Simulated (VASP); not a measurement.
**WS2: single point with PBE+D3(BJ)**

The system is WS2.

```
W S
1.0
    -3.15421    0.00000    0.00000
    -1.57710   -2.73162    0.00000
     0.00000    0.00000   12.88991
W S
2 4
Direct
  0.33333 0.33333 0.23545
  0.66667 0.66667 0.70636
  0.33333 0.33333 0.58420
  0.66667 0.66667 0.11329
  0.33333 0.33333 0.82853
  0.66667 0.66667 0.35762
```

| Property | Result |
| --- | --- |
| Program | VASP 6.6.1 |
| Task | single point |
| Functional | PBE |
| Dispersion | D3(BJ) |
| Potentials or basis | VASP PAW PBE potentials, release 64 (W_sv, S) |
| Cutoff | 520 eV |
| k mesh | 10 × 10 × 3 |
| Occupations | gaussian, width 0.05 eV |
| Spin | no spin polarisation |

```json
{
 "Pressure": "-0.2 GPa",
 "Largest force": "0.132 eV/Å",
 "Band gap on the k mesh": "1.22 eV, indirect (least direct gap 2.19 eV)",
 "Dispersion energy per atom": "-0.410 eV"
}
```

Forces in eV/Å, atoms in the order of the input:
```
W    0.000  0.000 -0.016
W    0.000  0.000  0.016
S    0.000  0.000 -0.008
S    0.000  0.000 -0.132
S    0.000  0.000  0.132
S    0.000  0.000  0.008
```

Stress tensor (GPa, compression positive):
```
 0.03  0.00  0.00
 0.00  0.03  0.00
 0.00  0.00 -0.76
```

Levels at points of the mesh, in eV from the valence-band top:
```tsv
k point	band 22	band 23	band 24	band 25	band 26	band 27	band 28	band 29	band 30	band 31
(0.00, 0.00, 0.00)	-2.06	-2.06	-1.74	-1.06	0.00	2.41	2.41	2.43	2.43	2.50
(0.50, 0.00, 0.00)	-2.69	-1.82	-1.67	-1.56	-1.43	2.45	2.48	2.75	2.99	3.28
```

It took 68 s on 1 thread of Intel(R) Xeon(R) 6975P-C (Granite Rapids), on a shared host, peak memory 0.29 GiB.

Caveat: spin-orbit coupling is left out, which moves the levels of the heavy elements. A k mesh can miss the band edges.
